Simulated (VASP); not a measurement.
# Co (P6_3/mmc) in VASP: notebook, part 2 of 3

VASP 6.6.1. The steps go on from the part before.

## (4) Single point, PBEsol, collinear spin, ferromagnetic start (biaxial strain in the a-b plane: +2.0 %, then relaxed in part)

INCAR reads:

```
SYSTEM = Co
ALGO     = Normal         ! electronic algorithm
EDIFF    = 1E-6           ! SCF threshold, eV
ENCUT    = 520            ! plane-wave cutoff, eV
GGA      = PS             ! functional
ISIF     = 2              ! what is computed and relaxed
ISMEAR   = 0              ! smearing method
ISPIN    = 2              ! spin polarisation
LASPH    = .TRUE.         ! aspherical terms in the spheres
LCHARG   = .TRUE.         ! write CHGCAR
LELF     = .TRUE.         ! ELF
LMAXMIX  = 4              ! l up to which the mixer works
LORBIT   = 11             ! projections on sites
LREAL    = .FALSE.        ! projectors in reciprocal space
LVHAR    = .TRUE.       
LWAVE    = .FALSE.        ! write WAVECAR
MAGMOM   = 1.83 1.83 1.83 1.83 ! initial moments
NBANDS   = 30             ! bands
NELM     = 150            ! most SCF steps
PREC     = Accurate       ! precision mode
SIGMA    = 0.1            ! smearing width, eV
```

KPOINTS reads:

```
k-points
0
G
  24 24 8
  0 0 0
```

POSCAR reads:

```
Co
1.0
    2.5043152919      0.0000000000      0.0000000000
   -1.2521576459      2.1688006619      0.0000000000
    0.0000000000      0.0000000000      7.8774261283
Co
4
Direct
    0.0000000000      0.0000000000      0.0000000000
    0.3333333333      0.6666666667      0.2500000000
    0.0000000000      0.0000000000      0.5000000000
    0.6666666667      0.3333333333      0.7500000000
```

Potentials or basis: VASP PAW PBE potentials, release 64 (Co).

Started as:

```bash
cat potpaw_PBE.64/Co/POTCAR > POTCAR
mpirun -np 1 vasp_std > vasp.out
```

OUTCAR:

```text
SYSTEM = Co
   EDIFF = 1E-6
   ENCUT = 520
   GGA = PS
   ISIF = 2
   ISMEAR = 0
   ISPIN = 2
   LASPH = .TRUE.
   LORBIT = 11
   LREAL = .FALSE.
   NELM = 150
   PREC = Accurate

 ion  position               nearest neighbor table
   1  0.000  0.000  0.000-   2 2.44   4 2.44   2 2.44   4 2.44   4 2.44   2 2.44
   2  0.333  0.667  0.250-   1 2.44   3 2.44   1 2.44   3 2.44   1 2.44   3 2.44
   3  0.000  0.000  0.500-   2 2.44   4 2.44   2 2.44   4 2.44   4 2.44   2 2.44
   4  0.667  0.333  0.750-   1 2.44   3 2.44   1 2.44   3 2.44   1 2.44   3 2.44

  LATTYP: Found a hexagonal cell.
 ALAT       =     2.5043152919
 C/A-ratio  =     3.1455408805

  Lattice vectors:

 A1 = (   2.5043152919,   0.0000000000,   0.0000000000)
 A2 = (  -1.2521576459,   2.1688006619,   0.0000000000)
 A3 = (   0.0000000000,   0.0000000000,   7.8774261283)

Analysis of symmetry for initial positions (statically):
=====================================================================
 Subroutine PRICEL returns:
 Original cell was already a primitive cell.

 Routine SETGRP: Setting up the symmetry group for a
 hexagonal supercell.

 Subroutine GETGRP returns: Found 24 space group operations
 (whereof 12 operations were pure point group operations)
 out of a pool of 24 trial point group operations.

The static configuration has the point symmetry D_3d.
 The point group associated with its full space group is D_6h.

Analysis of symmetry for dynamics (positions and initial velocities):
=====================================================================
 Subroutine PRICEL returns:
 Original cell was already a primitive cell.

 Routine SETGRP: Setting up the symmetry group for a
 hexagonal supercell.

 Subroutine GETGRP returns: Found 24 space group operations
 (whereof 12 operations were pure point group operations)
 out of a pool of 24 trial point group operations.

The dynamic configuration has the point symmetry D_3d.
 The point group associated with its full space group is D_6h.

Analysis of structural, dynamic, and magnetic symmetry:
=====================================================================
 Subroutine PRICEL returns:
 Original cell was already a primitive cell.

 Routine SETGRP: Setting up the symmetry group for a
 hexagonal supercell.

 Subroutine GETGRP returns: Found 24 space group operations
 (whereof 12 operations were pure point group operations)
 out of a pool of 24 trial point group operations.

The overall configuration has the point symmetry D_3d.
 The point group associated with its full space group is D_6h.

 Subroutine INISYM returns: Found 24 space group operations
 (whereof 12 operations are pure point group operations),
 and found     1 'primitive' translations

----------------------------------------------------------------------------------------

                                     Primitive cell

  volume of cell :      42.7851

  direct lattice vectors                    reciprocal lattice vectors
     2.504315292  0.000000000  0.000000000     0.399310743  0.230542165  0.000000000
    -1.252157646  2.168800662  0.000000000     0.000000000  0.461084330  0.000000000
     0.000000000  0.000000000  7.877426128     0.000000000  0.000000000  0.126945018

  length of vectors
     2.504315292  2.504315292  7.877426128     0.461084330  0.461084330  0.126945018
[... 85 lines left out ...]
   EDIFF  = 0.1E-05   stopping-criterion for ELM
   LREAL  =      F    real-space projection
   EDIFFG = 0.1E-04   stopping-criterion for IOM
   NSW    =      0    number of steps for IOM
   IBRION =     -1    ionic relax: 0-MD 1-quasi-New 2-CG
   NFREE  =      0    steps in history (QN), initial steepest desc. (CG)
   ISIF   =      2    stress and relaxation
   ISYM   =      2    0-nonsym 1-usesym 2-fastsym
   POTIM  = 0.5000    time-step for ionic-motion
   TEBEG  =    0.0;   TEEND  =   0.0 temperature during run
   PSTRESS=    0.0 pullay stress
   NELECT =      36.0000    total number of electrons
   NUPDOWN=      -1.0000    fix difference up-down
   EMIN   =  10.00;   EMAX   =-10.00  energy-range for DOS
   EFERMI =   0.00;   METHOD = LEGACY
   ISMEAR =     0;   SIGMA  =   0.10  broadening in eV -4-tet -1-fermi 0-gaus
   EFERMI_NEDOS =   21; number of points for ismear=-14 and -15
   IALGO  =     38    algorithm
   IMIX   =      4    mixing-type and parameters
     AMIX     =   0.40;   BMIX     =  1.00
     AMIX_MAG =   1.60;   BMIX_MAG =  1.00
  volume/ion in A,a.u.               =      10.70        72.18
  Fermi-wavevector in a.u.,A,eV,Ry     =   1.545532  2.920632 32.499817  2.388669
  Thomas-Fermi vector in A             =   2.650897
   LORBIT       =     11    0 simple, 1 ext, 2 COOP (PROOUT), +10 PAW based schemes
   GGA     = PS    functional components
   LHFCALC =     F    Hartree Fock is set to
   AEXX    =    0.0000 exact exchange contribution
   IVDW    =     0    specifies the selected vdW correction
   LEPSILON=     F    determine dielectric tensor
   LRPA    =     F    only Hartree local field effects (RPA)
 spin polarized calculation
 Gauss-broadening in eV      SIGMA  =   0.10
  energy-cutoff  :      520.00
  volume of cell :       42.79
 maximum number of plane-waves:      1170
 NGX is ok and might be reduce to    20
   NGX =  9   NGY =  9   NGZ = 29

 number of electron      35.9999999 magnetization       6.4501262

 Free energy of the ion-electron system (eV)
  ---------------------------------------------------
  ext. energy  EPLUGINS =         0.00000000
  ---------------------------------------------------
  free energy    TOTEN  =       -30.87004747 eV

  energy without entropy =      -30.85287152  energy(sigma->0) =      -30.86145950

 E-fermi :  10.3279     XC(G=0): -13.6623

 val. band max:       10.3269013349   @ k =   0.0417   0.0000   0.1250
 cond. band min:      10.3279331494   @ k =   0.1250   0.1250   0.3750
 fundamental gap:      0.0010318145
 Fermi energy:        10.3279096294

 spin component 1

 k-point     1 :       0.0000    0.0000    0.0000
  band No.  band energies     occupation
      1       1.2133      1.00000
      2       3.5521      1.00000
      3       3.5773      1.00000
      4       5.0929      1.00000
      5       7.4066      1.00000
      6       7.4349      1.00000
[... 781 lines left out ...]
     29      22.9263      0.00000
     30      23.7561      0.00000

 [... further k-points ...]

 spin component 2

 k-point     1 :       0.0000    0.0000    0.0000
  band No.  band energies     occupation
      1       1.2842      1.00000
      2       3.7058      1.00000
      3       3.7122      1.00000
      4       6.0605      1.00000
      5       8.7664      1.00000
      6       8.8247      1.00000
[... 781 lines left out ...]
     29      23.5278      0.00000
     30      24.2402      0.00000

 [... further k-points ...]

------------------------ aborting loop because EDIFF is reached ----------------------------------------

  FORCE on cell =-STRESS in cart. coord.  units (eV):
  Direction    XX          YY          ZZ          XY          YZ          ZX
  --------------------------------------------------------------------------------------
  -------------------------------------------------------------------------------------
  Total       -2.6531506     -2.6531506     -0.2792873     -0.0000000      0.0000000     -0.0000000
  in kB      -99.3526599    -99.3526599    -10.4584857     -0.0000000      0.0000000     -0.0000000
  external PRESSURE =     -69.7212685 kB  Pullay stress =       0.0000000 kB

 VOLUME and BASIS-vectors are now :
 -----------------------------------------------------------------------------
  energy-cutoff  :      520.00
  volume of cell :       42.79
      direct lattice vectors                 reciprocal lattice vectors
     2.504315292  0.000000000  0.000000000     0.399310743  0.230542165  0.000000000
    -1.252157646  2.168800662  0.000000000     0.000000000  0.461084330  0.000000000
     0.000000000  0.000000000  7.877426128     0.000000000  0.000000000  0.126945018

 POSITION                                       TOTAL-FORCE (eV/Angst)
 -----------------------------------------------------------------------------------
      0.00000      0.00000      0.00000         0.000000      0.000000     -0.000000
     -0.00000      1.44587      1.96936        -0.000000      0.000000      0.000000
      0.00000      0.00000      3.93871         0.000000      0.000000     -0.000000
      1.25216      0.72293      5.90807         0.000000      0.000000      0.000000
 -----------------------------------------------------------------------------------
    total drift:                                0.000000     -0.000000      0.000000

  FREE ENERGIE OF THE ION-ELECTRON SYSTEM (eV)
  ---------------------------------------------------
  free  energy   TOTEN  =       -30.8700474736 eV

  energy  without entropy=      -30.8528715204  energy(sigma->0) =      -30.86145950

 total charge

# of ion       s       p       d       tot
------------------------------------------
    1        0.497   0.537   7.269   8.303
    2        0.496   0.539   7.263   8.298
    3        0.497   0.537   7.269   8.303
    4        0.496   0.539   7.263   8.298
--------------------------------------------------
tot          1.986   2.153  29.063  33.202

 magnetization (x)

# of ion       s       p       d       tot
------------------------------------------
    1       -0.014  -0.048   1.679   1.617
    2       -0.014  -0.049   1.695   1.631
    3       -0.014  -0.048   1.679   1.617
    4       -0.014  -0.049   1.695   1.631
--------------------------------------------------
tot         -0.056  -0.196   6.747   6.496
```

It took 15 min on 1 thread of Oxide Virtual Turin-like, shared host; peak memory 0.53 GiB.

Results:

| Item | Value |
| --- | --- |
| Free energy | -30.8700 eV |
| Pressure | -7.0 GPa |
| Net moment | 6.45 μB per cell |
| Site moments | Co +1.62, +1.63 (each value once) μB |
| Valence electrons inside the program's atomic spheres | Co 8.30 |

Caveat: the cell differs from its parent crystal (biaxial strain in the a-b plane: +2.0 %, then relaxed in part); the cell stands under tension; the PAW data sets were made with another functional, which shifts forces and pressure a little.

## (5) Single point, PBEsol, collinear spin, ferromagnetic start (biaxial strain in the a-b plane: +4.0 %, then relaxed in part)

INCAR reads:

```
ALGO = Fast ; EDIFF = 1E-6
ENCUT = 520 ; GGA = PS
ISIF = 2 ; ISMEAR = 0
ISPIN = 2 ; LASPH = T
LCHARG = T ; LELF = T
LMAXMIX = 4 ; LORBIT = 11
LREAL = F ; LVHAR = T
LWAVE = F ; MAGMOM = 1.83 1.83 1.83 1.83
NBANDS = 30 ; NELM = 150
PREC = Accurate ; SIGMA = 0.1
```

KPOINTS reads:

```
k-points
0
Gamma
  24 24 8
```

POSCAR reads:

```
Co
1.0
    2.5534195133      0.0000000000      0.0000000000
   -1.2767097566      2.2113261650      0.0000000000
    0.0000000000      0.0000000000      7.7871244177
Co
4
Direct
    0.0000000000      0.0000000000      0.0000000000
    0.3333333333      0.6666666667      0.2500000000
    0.0000000000      0.0000000000      0.5000000000
    0.6666666667      0.3333333333      0.7500000000
```

Started as:

```bash
cat potpaw_PBE.64/Co/POTCAR > POTCAR
mpirun -np 1 vasp_std > vasp.out
```

Run time: 25 min. Hardware: 1 thread of Oxide Virtual Turin-like, shared host; peak memory 0.55 GiB.

The run converged. Its results:

- Free energy: -30.7292 eV
- Pressure: -11.8 GPa
- Net moment: 6.49 μB per cell
- Site moments: Co +1.63, +1.64 (each value once) μB
- Valence electrons inside the program's atomic spheres: Co 8.25

Stress tensor (GPa, compression positive):
```
-17.13   0.00   0.00
  0.00 -17.13   0.00
  0.00   0.00  -1.01
```

Levels at points of the mesh, in eV from the Fermi level:
Spin up:
```csv
k point,band 20,band 21,band 22,band 23,band 24,band 25
"(0.00, 0.00, 0.00)",-1.13,-1.13,-0.68,-0.68,0.48,7.04
"(0.50, 0.00, 0.00)",-0.47,0.07,1.26,2.19,2.80,6.60
"(0.00, 0.00, 0.50)",-1.51,-0.90,-0.90,-0.90,-0.90,10.36
"(0.50, 0.00, 0.50)",-0.67,1.05,1.05,2.56,2.56,7.11
```
Spin down:
```csv
k point,band 10,band 11,band 12,band 13,band 14,band 15,band 16,band 17,band 18,band 19
"(0.00, 0.00, 0.00)",-1.23,-0.80,-0.80,-0.78,-0.78,-0.67,-0.08,-0.08,0.24,0.24
"(0.50, 0.00, 0.00)",-1.41,-0.50,-0.25,-0.20,0.42,0.99,1.05,1.07,1.19,1.24
"(0.00, 0.00, 0.50)",-1.04,-1.04,-1.04,-0.92,-0.92,-0.86,-0.86,0.17,0.17,0.17
"(0.50, 0.00, 0.50)",-1.09,-0.77,-0.77,-0.17,-0.17,0.79,0.79,1.01,1.01,1.18
```

Caveat: the cell differs from its parent crystal (biaxial strain in the a-b plane: +4.0 %, then relaxed in part); the cell stands under tension; the PAW data sets were made with another functional, which shifts forces and pressure a little.

## (6) Single point, PBEsol, collinear spin, ferromagnetic start (equal strain along all axes, cell held: +2.0 %)

INCAR reads:

```
PREC = Accurate
ENCUT = 520
EDIFF = 1E-6
ISMEAR = 0
SIGMA = 0.1
LREAL = False
LASPH = True
NELM = 150
ALGO = Normal
ISIF = 2
LWAVE = False
LCHARG = False
ISPIN = 2
MAGMOM = 1.83 1.83 1.83 1.83
LORBIT = 11
LMAXMIX = 4
GGA = PS
NBANDS = 30
```

KPOINTS reads:

```
regular mesh
0
Gamma
  24 24 8
```

POSCAR reads:

```
Co
1.0
    2.5043152904      0.0000000000      0.0000000000
   -1.2521576452      2.1688006605      0.0000000000
    0.0000000000      0.0000000000      8.1241376952
Co
4
Direct
    0.0000000000      0.0000000000      0.0000000000
    0.3333333333      0.6666666667      0.2500000000
    0.0000000000      0.0000000000      0.5000000000
    0.6666666667      0.3333333333      0.7500000000
```

Potentials or basis: VASP PAW PBE potentials, release 64 (Co).

Started as:

```bash
cat potpaw_PBE.64/Co/POTCAR > POTCAR
mpirun -np 1 vasp_std > vasp.out
```

OUTCAR:

```text
PREC = Accurate
   ENCUT = 520
   EDIFF = 1E-6
   ISMEAR = 0
   LREAL = False
   LASPH = True
   NELM = 150
   ISIF = 2
   ISPIN = 2
   LORBIT = 11
   GGA = PS

 ion  position               nearest neighbor table
   1  0.000  0.000  0.000-   2 2.49   4 2.49   2 2.49   4 2.49   4 2.49   2 2.49
   2  0.333  0.667  0.250-   1 2.49   3 2.49   1 2.49   3 2.49   1 2.49   3 2.49
   3  0.000  0.000  0.500-   2 2.49   4 2.49   2 2.49   4 2.49   4 2.49   2 2.49
   4  0.667  0.333  0.750-   1 2.49   3 2.49   1 2.49   3 2.49   1 2.49   3 2.49

  LATTYP: Found a hexagonal cell.
 ALAT       =     2.5043152904
 C/A-ratio  =     3.2440554615

  Lattice vectors:

 A1 = (   2.5043152904,   0.0000000000,   0.0000000000)
 A2 = (  -1.2521576452,   2.1688006605,   0.0000000000)
 A3 = (   0.0000000000,   0.0000000000,   8.1241376952)

Analysis of symmetry for initial positions (statically):
[... 1794 lines left out ...]
------------------------ aborting loop because EDIFF is reached ----------------------------------------

  FORCE on cell =-STRESS in cart. coord.  units (eV):
  Direction    XX          YY          ZZ          XY          YZ          ZX
  --------------------------------------------------------------------------------------
  -------------------------------------------------------------------------------------
  Total       -3.5883413     -3.5883413     -3.6339906      0.0000000      0.0000000      0.0000000
  in kB     -130.2921987   -130.2921987   -131.9497177      0.0000000      0.0000000      0.0000000
  external PRESSURE =    -130.8447050 kB  Pullay stress =       0.0000000 kB

 VOLUME and BASIS-vectors are now :
 -----------------------------------------------------------------------------
  energy-cutoff  :      520.00
  volume of cell :       44.13
      direct lattice vectors                 reciprocal lattice vectors
     2.504315290  0.000000000  0.000000000     0.399310743  0.230542165  0.000000000
    -1.252157645  2.168800661  0.000000000     0.000000000  0.461084330  0.000000000
     0.000000000  0.000000000  8.124137695     0.000000000  0.000000000  0.123089987

 POSITION                                       TOTAL-FORCE (eV/Angst)
 -----------------------------------------------------------------------------------
      0.00000      0.00000      0.00000        -0.000000      0.000000      0.000000
     -0.00000      1.44587      2.03103         0.000000      0.000000     -0.000000
      0.00000      0.00000      4.06207        -0.000000      0.000000      0.000000
      1.25216      0.72293      6.09310        -0.000000      0.000000      0.000000
 -----------------------------------------------------------------------------------
    total drift:                                0.000000     -0.000000      0.000000

  FREE ENERGIE OF THE ION-ELECTRON SYSTEM (eV)
  ---------------------------------------------------
  free  energy   TOTEN  =       -30.8088701317 eV

  energy  without entropy=      -30.7908187019  energy(sigma->0) =      -30.79984442

 total charge

# of ion       s       p       d       tot
------------------------------------------
    1        0.484   0.510   7.246   8.240
    2        0.483   0.513   7.240   8.236
    3        0.484   0.510   7.246   8.240
    4        0.483   0.513   7.240   8.236
--------------------------------------------------
tot          1.934   2.046  28.972  32.952

 magnetization (x)

# of ion       s       p       d       tot
------------------------------------------
    1       -0.014  -0.048   1.710   1.648
    2       -0.013  -0.049   1.726   1.664
    3       -0.014  -0.048   1.710   1.648
    4       -0.013  -0.049   1.726   1.664
--------------------------------------------------
tot         -0.054  -0.194   6.872   6.624
```

It took 24 min on 1 thread of Oxide Virtual Turin-like, shared host; peak memory 0.55 GiB.

Results:

| Property | Result |
| --- | --- |
| Free energy | -30.8089 eV |
| Pressure | -13.1 GPa |
| Net moment | 6.56 μB per cell |
| Site moments | Co +1.65, +1.66 (each value once) μB |
| Valence electrons inside the program's atomic spheres | Co 8.24 |

Caveat: the cell differs from its parent crystal (equal strain along all axes, cell held: +2.0 %); the cell stands under tension; the PAW data sets were made with another functional, which shifts forces and pressure a little.

(Continued in part 3 of 3.)
